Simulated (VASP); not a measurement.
# Ti in VASP: further runs

Ti is run at these levels: PBE; tasks: single point, relaxation of cell and atoms.

All numbers are computed with VASP 6.6.1; they aren't measurements. Logs are shortened: lines on timing, memory, paths and dates and some standing lists are left out, and cuts for length are marked.

### Step 1. The cell of the first run

The typed cell holds 3 atoms: a = 4.647 Å, b = 4.647 Å, c = 2.775 Å, α = 90.00°, β = 90.00°, γ = 120.00°.

### Step 2. Single point, PBE

INCAR

```
ALGO = Normal
EDIFF = 1E-7
ENCUT = 520
GGA = PE
ISIF = 2
ISMEAR = 0
LASPH = T
LCHARG = T
LELF = T
LREAL = F
LVHAR = T
LWAVE = F
NBANDS = 25
NELM = 60
PREC = Accurate
SIGMA = 0.1
```

KPOINTS

```
k-points
0
Gamma
  6 6 4
```

POSCAR

```
Ti
1.0
    4.6465791973      0.0000000000      0.0000000000
   -2.3232895987      4.0240556255      0.0000000000
    0.0000000000      0.0000000000      2.7754509295
Ti
3
Direct
    0.3333509753      0.0000000000      0.3333333333
    0.0000000000      0.3333509753      0.6666666667
    0.6666490247      0.6666490247      0.0000000000
```

Potentials or basis: VASP PAW PBE potentials, release 64 (Ti_sv).

Command:

```bash
> cat potpaw_PBE.64/Ti_sv/POTCAR > POTCAR
> mpirun -np 1 vasp_std > vasp.out
```

OUTCAR:

```text
EDIFF = 1E-7
   ENCUT = 520
   GGA = PE
   ISIF = 2
   ISMEAR = 0
   LASPH = T
   LREAL = F
   NELM = 60
   PREC = Accurate

 ion  position               nearest neighbor table
   1  0.333  0.000  0.333-   3 2.84   3 2.84   2 2.84   2 2.84   3 2.84   2 2.84
   2  0.000  0.333  0.667-   3 2.84   3 2.84   1 2.84   1 2.84   3 2.84   1 2.84
   3  0.667  0.667  0.000-   1 2.84   2 2.84   1 2.84   2 2.84   2 2.84   1 2.84

  LATTYP: Found a hexagonal cell.
 ALAT       =     4.6465791973
 C/A-ratio  =     0.5973105830

  Lattice vectors:

 A1 = (   4.6465791973,   0.0000000000,   0.0000000000)
 A2 = (  -2.3232895987,   4.0240556255,   0.0000000000)
 A3 = (   0.0000000000,   0.0000000000,   2.7754509295)

Analysis of symmetry for initial positions (statically):
=====================================================================
 Subroutine PRICEL returns:
 Original cell was already a primitive cell.

 Routine SETGRP: Setting up the symmetry group for a
 hexagonal supercell.

 Subroutine GETGRP returns: Found  6 space group operations
 (whereof  2 operations were pure point group operations)
 out of a pool of 24 trial point group operations.

The static configuration has the point symmetry C_2 .
 The point group associated with its full space group is D_3 .

Analysis of symmetry for dynamics (positions and initial velocities):
=====================================================================
 Subroutine PRICEL returns:
 Original cell was already a primitive cell.

 Routine SETGRP: Setting up the symmetry group for a
 hexagonal supercell.

 Subroutine GETGRP returns: Found  6 space group operations
 (whereof  2 operations were pure point group operations)
 out of a pool of 24 trial point group operations.

The dynamic configuration has the point symmetry C_2 .
 The point group associated with its full space group is D_3 .

 Subroutine INISYM returns: Found  6 space group operations
 (whereof  2 operations are pure point group operations),
 and found     1 'primitive' translations

----------------------------------------------------------------------------------------
[... 86 lines left out ...]
   ISTART =      0    job   : 0-new  1-cont  2-samecut
   ICHARG =      2    charge: 1-file 2-atom 10-const
   ISPIN  =      1    spin polarized calculation?
   LNONCOLLINEAR =      F non collinear calculations
   LSORBIT =      F    spin-orbit coupling
   LASPH  =      T    aspherical Exc in radial PAW
   ENCUT  =  520.0 eV  38.22 Ry    6.18 a.u.   8.64  8.64  5.16*2*pi/ulx,y,z
   NELM   =     60;   NELMIN=  2; NELMDL= -5     # of ELM steps
   EDIFF  = 0.1E-06   stopping-criterion for ELM
   LREAL  =      F    real-space projection
   EDIFFG = 0.1E-05   stopping-criterion for IOM
   NSW    =      0    number of steps for IOM
   IBRION =     -1    ionic relax: 0-MD 1-quasi-New 2-CG
   NFREE  =      0    steps in history (QN), initial steepest desc. (CG)
   ISIF   =      2    stress and relaxation
   ISYM   =      2    0-nonsym 1-usesym 2-fastsym
   POTIM  = 0.5000    time-step for ionic-motion
   TEBEG  =    0.0;   TEEND  =   0.0 temperature during run
   PSTRESS=    0.0 pullay stress
   NELECT =      36.0000    total number of electrons
   NUPDOWN=      -1.0000    fix difference up-down
   EMIN   =  10.00;   EMAX   =-10.00  energy-range for DOS
   EFERMI =   0.00;   METHOD = LEGACY
   ISMEAR =     0;   SIGMA  =   0.10  broadening in eV -4-tet -1-fermi 0-gaus
   EFERMI_NEDOS =   21; number of points for ismear=-14 and -15
   IALGO  =     38    algorithm
   IMIX   =      4    mixing-type and parameters
     AMIX     =   0.40;   BMIX     =  1.00
     AMIX_MAG =   1.60;   BMIX_MAG =  1.00
  volume/ion in A,a.u.               =      17.30       116.74
  Fermi-wavevector in a.u.,A,eV,Ry     =   1.449212  2.738614 28.575181  2.100217
  Thomas-Fermi vector in A             =   2.566965
   LORBIT       =      0    0 simple, 1 ext, 2 COOP (PROOUT), +10 PAW based schemes
   GGA     = PE    functional components
   LHFCALC =     F    Hartree Fock is set to
   AEXX    =    0.0000 exact exchange contribution
   IVDW    =     0    specifies the selected vdW correction
   LEPSILON=     F    determine dielectric tensor
   LRPA    =     F    only Hartree local field effects (RPA)
 non-spin polarized calculation
 Gauss-broadening in eV      SIGMA  =   0.10
  energy-cutoff  :      520.00
  volume of cell :       51.90
 maximum number of plane-waves:      1424
 NGX is ok and might be reduce to    36

 number of electron      35.9999991 magnetization

 Free energy of the ion-electron system (eV)
  ---------------------------------------------------
  ext. energy  EPLUGINS =         0.00000000
  ---------------------------------------------------
  free energy    TOTEN  =       -23.27473969 eV

  energy without entropy =      -23.24251240  energy(sigma->0) =      -23.25862604

 E-fermi :   8.1065     XC(G=0): -11.5155

 val. band max:        8.0888018133   @ k =   0.3333   0.1667   0.2500
 cond. band min:       8.1070799411   @ k =   0.3333   0.1667   0.2500
 fundamental gap:      0.0182781278
 Fermi energy:         8.1064711619

 k-point     1 :       0.0000    0.0000    0.0000
  band No.  band energies     occupation
      1     -48.4224      2.00000
      2     -48.2803      2.00000
      3     -48.2803      2.00000
      4     -24.7438      2.00000
      5     -24.7437      2.00000
      6     -24.7437      2.00000
[... 661 lines left out ...]
     24      10.0869      0.00000
     25      12.3544      0.00000

------------------------ aborting loop because EDIFF is reached ----------------------------------------

  FORCE on cell =-STRESS in cart. coord.  units (eV):
  Direction    XX          YY          ZZ          XY          YZ          ZX
  --------------------------------------------------------------------------------------
  -------------------------------------------------------------------------------------
  Total       -0.1406688     -0.1406688     -0.0507042      0.0000000      0.0000000     -0.0000000
  in kB       -4.3428773     -4.3428773     -1.5653924      0.0000000      0.0000000     -0.0000000
  external PRESSURE =      -3.4170490 kB  Pullay stress =       0.0000000 kB

 VOLUME and BASIS-vectors are now :
 -----------------------------------------------------------------------------
  energy-cutoff  :      520.00
  volume of cell :       51.90
      direct lattice vectors                 reciprocal lattice vectors
     4.646579197  0.000000000  0.000000000     0.215212086  0.124252756  0.000000000
    -2.323289599  4.024055625  0.000000000     0.000000000  0.248505511  0.000000000
     0.000000000  0.000000000  2.775450929     0.000000000  0.000000000  0.360301812

 POSITION                                       TOTAL-FORCE (eV/Angst)
 -----------------------------------------------------------------------------------
      1.54894      0.00000      0.92515        -0.000042      0.000000      0.000000
     -0.77447      1.34142      1.85030         0.000021     -0.000037     -0.000000
      1.54882      2.68263      0.00000         0.000021      0.000037     -0.000000
 -----------------------------------------------------------------------------------
    total drift:                                0.000000     -0.000000     -0.000000

  FREE ENERGIE OF THE ION-ELECTRON SYSTEM (eV)
  ---------------------------------------------------
  free  energy   TOTEN  =       -23.2747396883 eV

  energy  without entropy=      -23.2425123977  energy(sigma->0) =      -23.25862604
```

OSZICAR:

```text
N       E                     dE             d eps       ncg     rms          rms(c)
DAV:   1     0.435647959290E+03    0.43565E+03   -0.18990E+04  1200   0.182E+03
DAV:   2     0.268772090018E+02   -0.40877E+03   -0.40227E+03  1210   0.520E+02
DAV:   3    -0.217196776340E+02   -0.48597E+02   -0.47601E+02  2232   0.151E+02
DAV:   4    -0.261083717653E+02   -0.43887E+01   -0.43679E+01  1760   0.408E+01
DAV:   5    -0.263109911549E+02   -0.20262E+00   -0.20257E+00  1863   0.761E+00    0.144E+01
DAV:   6    -0.232257455734E+02    0.30852E+01   -0.13041E+01  1463   0.318E+01    0.348E+00
DAV:   7    -0.232418026443E+02   -0.16057E-01   -0.10392E+00  1829   0.648E+00    0.235E+00
DAV:   8    -0.232888948939E+02   -0.47092E-01   -0.36037E-01  1558   0.596E+00    0.837E-01
DAV:   9    -0.232743463488E+02    0.14549E-01   -0.78700E-02  1571   0.266E+00    0.110E-01
DAV:  10    -0.232747969313E+02   -0.45058E-03   -0.37059E-03  1812   0.414E-01    0.105E-01
DAV:  11    -0.232747483753E+02    0.48556E-04   -0.68868E-04  1756   0.194E-01    0.155E-02
DAV:  12    -0.232747402239E+02    0.81515E-05   -0.34402E-05  1762   0.618E-02    0.783E-03
DAV:  13    -0.232747384669E+02    0.17569E-05   -0.76494E-06  1563   0.224E-02    0.999E-04
DAV:  14    -0.232747394662E+02   -0.99929E-06   -0.94542E-07  1893   0.502E-03    0.144E-03
DAV:  15    -0.232747396716E+02   -0.20537E-06   -0.55772E-08   939   0.147E-03    0.454E-04
DAV:  16    -0.232747396883E+02   -0.16735E-07   -0.15691E-08   866   0.984E-04
   1 F= -.23274740E+02 E0= -.23258626E+02  d E =-.322273E-01
```

stdout:

```text
POSCAR found type information on POSCAR Ti
 POSCAR found :  1 types and       3 ions
 scaLAPACK will be used
 LDA part: xc-table for (Slater+PW92), standard interpolation
 POSCAR, INCAR and KPOINTS ok, starting setup
 FFT: planning ... GRIDC
 FFT: planning ... GRID_SOFT
 FFT: planning ... GRID
 WAVECAR not read
 entering main loop
```

It took 58 s on 1 thread of Intel Xeon 8259CL, shared host; peak memory 0.18 GiB.

What came out:

- Free energy: -23.2747 eV
- Pressure: -0.3 GPa
- Band gap on the k mesh: zero (bands 18 and 19 overlap by 0.63 eV)

Caveat: the k points lie up to 0.57 Å⁻¹ apart, too coarse for converged energies and pressures of a metal.

### Step 3. Single point, PBE

This run uses another cell than the first one: it holds 1 atom, not 3.

INCAR

```
SYSTEM = Ti
  PREC = Accurate
  ENCUT = 520
  EDIFF = 1E-6
  ISMEAR = 0
  SIGMA = 0.1
  LREAL = .FALSE.
  LASPH = .TRUE.
  NELM = 60
  ALGO = Normal
  ISIF = 2
  LWAVE = .FALSE.
  LCHARG = .TRUE.
  GGA = PE
  LELF = .TRUE.
  LVHAR = .TRUE.
  NBANDS = 12
```

KPOINTS

```
regular mesh
0
G
  24 24 24
  0 0 0
```

POSCAR

```
Ti
1.0
   -1.6276448661      1.6276448661      1.6276448661
    1.6276448661     -1.6276448661      1.6276448661
    1.6276448661      1.6276448661     -1.6276448661
Ti
1
Direct
    0.0000000000      0.0000000000      0.0000000000
```

Potentials or basis: VASP PAW PBE potentials, release 64 (Ti_sv).

Command:

```bash
> cat potpaw_PBE.64/Ti_sv/POTCAR > POTCAR
> mpirun -np 1 vasp_std > vasp.out
```

Wall time 99 s (1 thread of Intel Xeon 8259CL, shared host); peak memory 0.21 GiB.

It converged, with:

```
Free energy            : -7.7305 eV
Pressure               : -0.2 GPa
Band gap on the k mesh : zero (bands 6 and 7 overlap by 1.67 eV)
```

Levels at points of the mesh, in eV from the Fermi level:
```
           k point  band 2  band 3  band 4  band 5  band 6  band 7  band 8  band 9  band 10  band 11
(0.00, 0.00, 0.00)  -32.37  -32.37  -32.37   -5.97    0.99    0.99    0.99    2.77     2.77    17.46
(0.50, 0.00, 0.00)  -33.05  -32.58  -32.37   -2.47   -0.40    1.16    2.76    3.11     4.30     8.84
(0.50, 0.50, 0.50)  -32.84  -32.84  -32.84   -2.13   -2.13    3.95    3.95    3.95     8.43     8.43
```

### Step 4. Relaxation of cell and atoms, PBE

This run uses another cell than the first one: it holds 1 atom, not 3.

INCAR

```
PREC     = Accurate       # precision mode
ENCUT    = 600            # plane-wave cutoff, eV
EDIFF    = 1E-6           # SCF threshold, eV
ISMEAR   = 0              # smearing method
SIGMA    = 0.1            # smearing width, eV
LREAL    = False          # projectors in reciprocal space
LASPH    = True           # aspherical terms in the spheres
NELM     = 80             # most SCF steps
ALGO     = Normal         # electronic algorithm
ISIF     = 3              # what is computed and relaxed
LWAVE    = False          # write WAVECAR
LCHARG   = False          # write CHGCAR
GGA      = PE             # functional
IBRION   = 2              # ionic algorithm
NSW      = 100            # ionic steps
EDIFFG   = -0.01          # ionic threshold
```

KPOINTS

```
Automatic mesh
0
Gamma
  24 24 24
```

POSCAR

```
Ti
1.0
   -1.6281767370      1.6281767370      1.6281767370
    1.6281767370     -1.6281767370      1.6281767370
    1.6281767370      1.6281767370     -1.6281767370
Ti
1
Direct
    0.0000000000      0.0000000000      0.0000000000
```

Potentials or basis: VASP PAW PBE potentials, release 64 (Ti_sv).

Command:

```bash
> cat potpaw_PBE.64/Ti_sv/POTCAR > POTCAR
> mpirun -np 1 vasp_std > vasp.out
```

OUTCAR:

```text
PREC = Accurate
   ENCUT = 600
   EDIFF = 1E-6
   ISMEAR = 0
   LREAL = False
   LASPH = True
   NELM = 80
   ISIF = 3
   GGA = PE
   IBRION = 2
   NSW = 100
   EDIFFG = -0.01

 ion  position               nearest neighbor table
   1  0.000  0.000  0.000-

  LATTYP: Found a body centered cubic cell.
 ALAT       =     3.2563534740

  Lattice vectors:

 A1 = (  -1.6281767370,   1.6281767370,   1.6281767370)
 A2 = (   1.6281767370,  -1.6281767370,   1.6281767370)
 A3 = (   1.6281767370,   1.6281767370,  -1.6281767370)

Analysis of symmetry for initial positions (statically):
=====================================================================
 Subroutine PRICEL returns:
 Original cell was already a primitive cell.

 Routine SETGRP: Setting up the symmetry group for a
 body centered cubic supercell.

 Subroutine GETGRP returns: Found 48 space group operations
 (whereof 48 operations were pure point group operations)
 out of a pool of 48 trial point group operations.

The static configuration has the point symmetry O_h .

Analysis of symmetry for dynamics (positions and initial velocities):
=====================================================================
 Subroutine PRICEL returns:
 Original cell was already a primitive cell.

 Routine SETGRP: Setting up the symmetry group for a
 body centered cubic supercell.

 Subroutine GETGRP returns: Found 48 space group operations
 (whereof 48 operations were pure point group operations)
 out of a pool of 48 trial point group operations.

The dynamic configuration has the point symmetry O_h .

 Subroutine INISYM returns: Found 48 space group operations
 (whereof 48 operations are pure point group operations),
 and found     1 'primitive' translations

----------------------------------------------------------------------------------------

[... 128 lines left out ...]

--------------------------------------- Ionic step        1  -------------------------------------------

 number of electron      11.9999997 magnetization

 Free energy of the ion-electron system (eV)
  ---------------------------------------------------
  ext. energy  EPLUGINS =         0.00000000
  ---------------------------------------------------
  free energy    TOTEN  =        -7.73033034 eV

  energy without entropy =       -7.71913192  energy(sigma->0) =       -7.72473113

------------------------ aborting loop because EDIFF is reached ----------------------------------------

  FORCE on cell =-STRESS in cart. coord.  units (eV):
  Direction    XX          YY          ZZ          XY          YZ          ZX
  --------------------------------------------------------------------------------------
  -------------------------------------------------------------------------------------
  Total       -0.0384285     -0.0384285     -0.0384285      0.0000000     -0.0000000      0.0000000
  in kB       -3.5661504     -3.5661504     -3.5661504      0.0000000     -0.0000000      0.0000000
  external PRESSURE =      -3.5661504 kB  Pullay stress =       0.0000000 kB
[... 57 lines left out ...]
--------------------------------------- Ionic step        3  -------------------------------------------

 number of electron      11.9999996 magnetization

 Free energy of the ion-electron system (eV)
  ---------------------------------------------------
  ext. energy  EPLUGINS =         0.00000000
  ---------------------------------------------------
  free energy    TOTEN  =        -7.73039816 eV

  energy without entropy =       -7.71925279  energy(sigma->0) =       -7.72482548

 E-fermi :   8.1847     XC(G=0): -11.5378

 val. band max:        8.1843511472   @ k =   0.1667   0.1667   0.0417
 cond. band min:       8.1860331633   @ k =  -0.4167  -0.4167   0.1250
 fundamental gap:      0.0016820161
 Fermi energy:         8.1847377789

 k-point     1 :       0.0000    0.0000    0.0000
  band No.  band energies     occupation
      1     -48.3287      2.00000
      2     -24.1745      2.00000
      3     -24.1745      2.00000
      4     -24.1745      2.00000
      5       2.2104      2.00000
      6       9.1810      0.00000
      7       9.1810      0.00000
      8       9.1810      0.00000
      9      10.9583      0.00000
     10      10.9583      0.00000
[... 287 lines left out ...]
 k-point    24 :       0.4583    0.0417   -0.0000
  band No.  band energies     occupation
      1     -48.1923      2.00000
      2     -24.8602      2.00000
      3     -24.3947      2.00000
      4     -24.1840      2.00000
      5       5.7430      2.00000
      6       7.7897      2.00000
      7       9.2349      0.00000
      8      10.9376      0.00000
      9      11.3450      0.00000
     10      12.5472      0.00000

 [... further k-points ...]

------------------------ aborting loop because EDIFF is reached ----------------------------------------

  FORCE on cell =-STRESS in cart. coord.  units (eV):
  Direction    XX          YY          ZZ          XY          YZ          ZX
  --------------------------------------------------------------------------------------
  -------------------------------------------------------------------------------------
  Total        0.0065687      0.0065687      0.0065687     -0.0000000     -0.0000000     -0.0000000
  in kB        0.6116681      0.6116681      0.6116681     -0.0000000     -0.0000000     -0.0000000
  external PRESSURE =       0.6116681 kB  Pullay stress =       0.0000000 kB
[... 16 lines left out ...]
  FREE ENERGIE OF THE ION-ELECTRON SYSTEM (eV)
  ---------------------------------------------------
  free  energy   TOTEN  =        -7.7303981612 eV

  energy  without entropy=       -7.7192527947  energy(sigma->0) =       -7.72482548

 reached required accuracy - stopping structural energy minimisation
```

CONTCAR:

```text
Ti
   1.00000000000000
    -1.6263134414332685    1.6263134414332685    1.6263134414332685
     1.6263134414332685   -1.6263134414332685    1.6263134414332685
     1.6263134414332685    1.6263134414332685   -1.6263134414332685
  Ti
     1
Direct
     0.0000000000000000    0.0000000000000000    0.0000000000000000

  0.00000000E+00  0.00000000E+00  0.00000000E+00
```

Run time: 3.4 min. Hardware: 1 thread of Intel Xeon 8259CL, shared host; peak memory 0.22 GiB.

What came out:

| Property | Result |
| --- | --- |
| Free energy | -7.7304 eV |
| Relaxed volume | 17.21 Å³/atom |
| Relaxed cell | a = 2.817 Å, b = 2.817 Å, c = 2.817 Å, α = 109.47°, β = 109.47°, γ = 109.47° |
| Space group after relaxing (to 0.1 Å) | Im-3m (No. 229) |
| Energy gained by relaxing | 0.1 meV/atom |
| Ionic steps | 3 |
| Pressure after relaxing | 0.1 GPa |
| Band gap on the k mesh | zero (bands 6 and 7 overlap by 1.67 eV) |

Final structure:
```
CELL_PARAMETERS angstrom
-1.62631 1.62631 1.62631
1.62631 -1.62631 1.62631
1.62631 1.62631 -1.62631
ATOMIC_POSITIONS crystal
Ti 0.00000 0.00000 0.00000
```

Levels at points of the mesh, in eV from the Fermi level:
```
           k point  band 2  band 3  band 4  band 5  band 6  band 7  band 8  band 9  band 10
(0.00, 0.00, 0.00)  -32.36  -32.36  -32.36   -5.97    1.00    1.00    1.00    2.77     2.77
(0.50, 0.00, 0.00)  -33.05  -32.58  -32.36   -2.47   -0.40    1.17    2.76    3.12     4.32
(0.50, 0.50, 0.50)  -32.83  -32.83  -32.83   -2.13   -2.13    3.96    3.96    3.96     8.45
```

### Step 5. The runs side by side

```tsv
task	cell	k mesh	cutoff (eV)	gap on the mesh (eV)	pressure (GPa)
single point	a = 4.647, b = 4.647, c = 2.775 Å, angles 90.0, 90.0, 120.0°, 3 atoms, atomic positions A	6 × 6 × 4	520	none	-0.3
single point	a = 2.819 Å, angles 109.5°, 1 atom, atomic positions B	24 × 24 × 24	520	none	-0.2
relaxation of cell and atoms	relaxed from a = 2.820 Å, angles 109.5°, 1 atom, atomic positions B	24 × 24 × 24	600	none	0.1
```

Alike in all rows: level PBE; potentials or basis VASP PAW PBE potentials, release 64 (Ti_sv); no spin polarisation; smearing gaussian 0.1 eV.

Caveats: some runs use coarse meshes.

Absolute energies hang on the potentials; compare differences alone.
